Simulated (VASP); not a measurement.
**RbBr: single point with PBEsol**

Crystal: RbBr.

```xyz
2
Lattice="0.0000 3.4270 3.4270 3.4270 0.0000 3.4270 3.4270 3.4270 0.0000" Properties=species:S:1:pos:R:3 pbc="T T T"
Rb    0.0000    0.0000    0.0000
Br    3.4270    3.4270    3.4270
```

| Property | Result |
| --- | --- |
| Program | VASP 6.6.1 |
| Task | single point |
| Functional | PBEsol |
| Potentials or basis | VASP PAW PBE potentials, release 64 (Rb_sv, Br) |
| Cutoff | 520 eV |
| k mesh | 5 × 5 × 5 |
| Occupations | fermi-dirac, width 0.05 eV |
| Spin | no spin polarisation |
| Dipole correction | no |
| Further INCAR settings | ALGO = Normal; EDIFF = 1e-07; NBANDS = 15 |

* Pressure: 0.0 GPa
* Band gap on the k mesh: 4.21 eV

Levels at points of the mesh, in eV from the valence-band top:
| k point | band 4 | band 5 | band 6 | band 7 | band 8 | band 9 | band 10 | band 11 | band 12 | band 13 |
| --- | --- | --- | --- | --- | --- | --- | --- | --- | --- | --- |
| (0.00, 0.00, 0.00) | -8.44 | -8.44 | 0.00 | 0.00 | 0.00 | 4.21 | 7.20 | 7.20 | 7.20 | 8.09 |

It took 31 s on 1 thread of AMD EPYC 7R43 64-Core Processor (Zen 3) (shared host), peak memory 0.17 GiB.

Caveat: the PAW data sets were made with another functional, which shifts forces and pressure a little. As with any semilocal functional, this PBEsol gap is likely too small.
